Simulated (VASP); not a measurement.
# MnO2 (P4_2/mnm) in VASP: relaxation of cell and atoms with LDA

Aim: the relaxation of cell and atoms of MnO2 with LDA.

Program: VASP 6.6.1. These are calculated values, not measurements. Logs are shortened: lines on timing, memory, paths and dates and some standing lists are left out, and cuts for length are marked.

## 1. The cell of the first run

It takes space group P4_2/mnm (No. 136, tetragonal). The conventional cell has a = 4.424 Å, b = 4.424 Å, c = 2.943 Å, α = 90.00°, β = 90.00°, γ = 90.00°. Mn (site symmetry mmm) has 6 O at 1.91 Å within 2.5 Å. O (site symmetry m2m) has 3 Mn at 1.91 Å and 1 O at 2.44 Å within 2.5 Å.

## 2. Relaxation of cell and atoms, LDA, collinear spin, ferromagnetic start

INCAR

```
SYSTEM = MnO2
ALGO = Normal
EDIFF = 1E-6
EDIFFG = -0.05
ENCUT = 600
GGA = CA
IBRION = 2
ISIF = 3
ISMEAR = 0
ISPIN = 2
LASPH = .True.
LCHARG = .False.
LMAXMIX = 4
LORBIT = 11
LREAL = .False.
LWAVE = .False.
MAGMOM = 2.64 2.64 0 0 0 0
NELM = 150
NSW = 80
PREC = Accurate
SIGMA = 0.1
```

KPOINTS

```
k-points
0
Gamma
  4 4 6
  0 0 0
```

POSCAR

```
MnO2
1.0
    4.4243133602      0.0000000000      0.0000000000
    0.0000000000      4.4243133602      0.0000000000
    0.0000000000      0.0000000000      2.9432776853
Mn O
2 4
Direct
    0.0000000000      0.0000000000      0.0000000000
    0.5000000000      0.5000000000      0.5000000000
    0.1951075730      0.8048924270      0.5000000000
    0.3048924270      0.3048924270      0.0000000000
    0.6951075730      0.6951075730      0.0000000000
    0.8048924270      0.1951075730      0.5000000000
```

Potentials or basis: VASP PAW LDA potentials, release 64 (Mn_pv, O).

On the command line:

```console
$ cat potpaw_LDA.64/Mn_pv/POTCAR potpaw_LDA.64/O/POTCAR > POTCAR
$ mpirun -np 1 vasp_std > vasp.out
```

OUTCAR:

```text
SYSTEM = MnO2
   EDIFF = 1E-6
   EDIFFG = -0.05
   ENCUT = 600
   GGA = CA
   IBRION = 2
   ISIF = 3
   ISMEAR = 0
   ISPIN = 2
   LASPH = .True.
   LORBIT = 11
   LREAL = .False.
   NELM = 150
   NSW = 80
   PREC = Accurate

 ion  position               nearest neighbor table
   1  0.000  0.000  0.000-   4 1.91   5 1.91   3 1.91   6 1.91   3 1.91   6 1.91
   2  0.500  0.500  0.500-   3 1.91   6 1.91   5 1.91   4 1.91   4 1.91   5 1.91
   3  0.195  0.805  0.500-   2 1.91   1 1.91   1 1.91
   4  0.305  0.305  0.000-   1 1.91   2 1.91   2 1.91
   5  0.695  0.695  0.000-   1 1.91   2 1.91   2 1.91
   6  0.805  0.195  0.500-   2 1.91   1 1.91   1 1.91

  LATTYP: Found a simple tetragonal cell.
 ALAT       =     4.4243133602
 C/A-ratio  =     0.6652507283

  Lattice vectors:

 A1 = (   4.4243133602,   0.0000000000,   0.0000000000)
 A2 = (   0.0000000000,   4.4243133602,   0.0000000000)
 A3 = (   0.0000000000,   0.0000000000,   2.9432776853)

Analysis of symmetry for initial positions (statically):
=====================================================================
 Subroutine PRICEL returns:
 Original cell was already a primitive cell.

 Routine SETGRP: Setting up the symmetry group for a
 simple tetragonal supercell.

 Subroutine GETGRP returns: Found 16 space group operations
 (whereof  8 operations were pure point group operations)
 out of a pool of 16 trial point group operations.

The static configuration has the point symmetry D_2h.
 The point group associated with its full space group is D_4h.

Analysis of symmetry for dynamics (positions and initial velocities):
=====================================================================
 Subroutine PRICEL returns:
 Original cell was already a primitive cell.

 Routine SETGRP: Setting up the symmetry group for a
 simple tetragonal supercell.

 Subroutine GETGRP returns: Found 16 space group operations
 (whereof  8 operations were pure point group operations)
 out of a pool of 16 trial point group operations.

The dynamic configuration has the point symmetry D_2h.
 The point group associated with its full space group is D_4h.

Analysis of structural, dynamic, and magnetic symmetry:
=====================================================================
 Subroutine PRICEL returns:
 Original cell was already a primitive cell.

 Routine SETGRP: Setting up the symmetry group for a
 simple tetragonal supercell.

 Subroutine GETGRP returns: Found 16 space group operations
 (whereof  8 operations were pure point group operations)
 out of a pool of 16 trial point group operations.
[... 145 lines left out ...]
 maximum number of plane-waves:      1944
 NGX is ok and might be reduce to    36
   NGX = 17   NGY = 17   NGZ = 11

--------------------------------------- Ionic step        1  -------------------------------------------

 number of electron      49.9999954 magnetization       5.8536623

 Free energy of the ion-electron system (eV)
  ---------------------------------------------------
  ext. energy  EPLUGINS =         0.00000000
  ---------------------------------------------------
  free energy    TOTEN  =       -52.55620218 eV

  energy without entropy =      -52.54467331  energy(sigma->0) =      -52.55043775

------------------------ aborting loop because EDIFF is reached ----------------------------------------

  FORCE on cell =-STRESS in cart. coord.  units (eV):
  Direction    XX          YY          ZZ          XY          YZ          ZX
  --------------------------------------------------------------------------------------
  -------------------------------------------------------------------------------------
  Total       -5.5075452     -5.5075452     -9.5310061     -0.0000000      0.0000000      0.0000000
  in kB     -153.1601057   -153.1601057   -265.0490995     -0.0000000      0.0000000      0.0000000
  external PRESSURE =    -190.4564370 kB  Pullay stress =       0.0000000 kB
[... 101 lines left out ...]
  FREE ENERGIE OF THE ION-ELECTRON SYSTEM (eV)
  ---------------------------------------------------
  free  energy   TOTEN  =       -52.9231746261 eV

  energy  without entropy=      -52.8950453881  energy(sigma->0) =      -52.90911001

[... ionic steps 4 to 7 ...]

--------------------------------------- Ionic step        8  -------------------------------------------

 number of electron      49.9999985 magnetization       3.2192110

------------------------ aborting loop because EDIFF is reached ----------------------------------------
[... 75 lines left out ...]
--------------------------------------- Ionic step       10  -------------------------------------------

 number of electron      49.9999985 magnetization       3.1734887

 Free energy of the ion-electron system (eV)
  ---------------------------------------------------
  ext. energy  EPLUGINS =         0.00000000
  ---------------------------------------------------
  free energy    TOTEN  =       -52.97257831 eV

  energy without entropy =      -52.94942552  energy(sigma->0) =      -52.96100192

 E-fermi :   6.2839     XC(G=0): -13.0552

 val. band max:        6.2621729019   @ k =   0.2500   0.0000   0.5000
 cond. band min:       6.2905030310   @ k =   0.2500   0.0000   0.0000
 fundamental gap:      0.0283301290
 Fermi energy:         6.2838654122

 spin component 1

 k-point     1 :       0.0000    0.0000    0.0000
  band No.  band energies     occupation
      1     -43.2831      1.00000
      2     -43.2713      1.00000
      3     -43.1904      1.00000
      4     -43.1904      1.00000
      5     -43.1442      1.00000
      6     -43.1442      1.00000
[... 853 lines left out ...]
     32       8.8267      0.00000
     33      17.6226      0.00000
 Fermi energy:         6.2838654122

 spin component 2

 k-point     1 :       0.0000    0.0000    0.0000
  band No.  band energies     occupation
      1     -41.8830      1.00000
      2     -41.8830      1.00000
      3     -41.7393      1.00000
      4     -41.7393      1.00000
      5     -41.5939      1.00000
      6     -41.5805      1.00000
[... 886 lines left out ...]
  FREE ENERGIE OF THE ION-ELECTRON SYSTEM (eV)
  ---------------------------------------------------
  free  energy   TOTEN  =       -52.9725783122 eV

  energy  without entropy=      -52.9494255244  energy(sigma->0) =      -52.96100192

 reached required accuracy - stopping structural energy minimisation

 total charge

# of ion       s       p       d       tot
------------------------------------------
    1        0.387   6.540   5.099  12.026
    2        0.387   6.540   5.099  12.026
    3        1.558   3.456   0.000   5.014
    4        1.558   3.456   0.000   5.014
    5        1.558   3.456   0.000   5.014
    6        1.558   3.456   0.000   5.014
--------------------------------------------------
tot          7.007  26.903  10.198  44.108

 magnetization (x)

# of ion       s       p       d       tot
------------------------------------------
    1        0.010   0.020   1.428   1.458
    2        0.010   0.020   1.428   1.458
    3        0.000   0.040   0.000   0.041
    4        0.000   0.040   0.000   0.041
    5        0.000   0.040   0.000   0.041
    6        0.000   0.040   0.000   0.041
--------------------------------------------------
tot          0.021   0.203   2.855   3.079
```

OSZICAR:

```text
N       E                     dE             d eps       ncg     rms          rms(c)
DAV:   1     0.661651279912E+03    0.66165E+03   -0.30094E+04  3208   0.198E+03
DAV:   2    -0.387353087524E+01   -0.66552E+03   -0.61213E+03  3518   0.553E+02
[... 111 lines left out ...]
DAV:   3    -0.529726736287E+02    0.25718E-02   -0.39005E-03  3649   0.445E-01    0.247E-01
DAV:   4    -0.529726144714E+02    0.59157E-04   -0.68880E-04  3427   0.281E-01    0.114E-01
DAV:   5    -0.529726058673E+02    0.86041E-05   -0.23007E-04  3229   0.218E-01    0.955E-02
DAV:   6    -0.529725796024E+02    0.26265E-04   -0.60226E-05  3692   0.120E-01    0.430E-02
DAV:   7    -0.529725787810E+02    0.82134E-06   -0.22304E-05  3243   0.406E-02    0.232E-02
DAV:   8    -0.529725783122E+02    0.46887E-06   -0.13908E-06  1737   0.112E-02
  10 F= -.52972578E+02 E0= -.52961002E+02  d E =-.164227E-02  mag=     3.1731
```

It took 3.6 min on 1 thread of Intel Xeon 6975P-C (Granite Rapids), shared host; peak memory 0.22 GiB.

Results:

- Free energy: -52.9726 eV
- Relaxed volume: 8.59 Å³/atom
- Relaxed cell: a = 4.320 Å, b = 4.320 Å, c = 2.762 Å, α = 90.00°, β = 90.00°, γ = 90.00°
- Space group after relaxing (to 0.1 Å): P4_2/mnm (No. 136)
- Energy gained by relaxing: 69.4 meV/atom
- Ionic steps: 10
- Pressure after relaxing: -0.2 GPa
- Largest force after relaxing: 0.033 eV/Å
- Net moment: 3.17 μB per cell
- Site moments: Mn +1.46; O +0.04 μB
- Valence electrons inside the program's atomic spheres: Mn 12.03; O 5.01

Forces in eV/Å, atoms in the order of the input:
```
Mn   0.000  0.000  0.000
Mn   0.000  0.000  0.000
O    0.023 -0.023  0.000
O   -0.023 -0.023  0.000
O    0.023  0.023  0.000
O   -0.023  0.023  0.000
```

Step by step:
```tsv
step	energy change (eV)	largest force (eV/Å)	pressure (GPa)	volume (Å³)
1	0.0000	0.2728	-19.05	57.61
2	-0.1315	1.3724	22.85	48.59
3	-0.3670	0.5849	-2.59	52.25
4	-0.3700	0.6455	-0.84	51.91
5	-0.3701	0.6641	-0.24	51.80
6	-0.4094	0.0332	2.32	51.09
7	-0.4094	0.0478	2.21	51.11
8	-0.4134	0.0813	-2.09	51.84
9	-0.4147	0.0393	-0.61	51.60
10	-0.4164	0.0326	-0.16	51.55
```

Final structure:
```xyz
6
Lattice="4.3202 0.0000 0.0000 0.0000 4.3202 0.0000 0.0000 0.0000 2.7619" Properties=species:S:1:pos:R:3 pbc="T T T"
Mn    4.3202    0.0000    2.7619
Mn    2.1601    2.1601    1.3809
O     0.8594    3.4608    1.3809
O     1.3007    1.3007    0.0000
O     3.0195    3.0195    2.7619
O     3.4608    0.8594    1.3809
```

Caveat: semilocal functionals often make such compounds metallic where correlation or magnetic order opens a gap, which also shifts bond lengths; the run started ferromagnetic, and an antiferromagnetic order may lie lower in energy; the relaxation stopped at a loose force limit of 0.05 eV/Å, so its end isn't a converged minimum. With open d or f shells a metallic result of LDA can be an artefact of self-interaction; +U or a hybrid may open a gap.
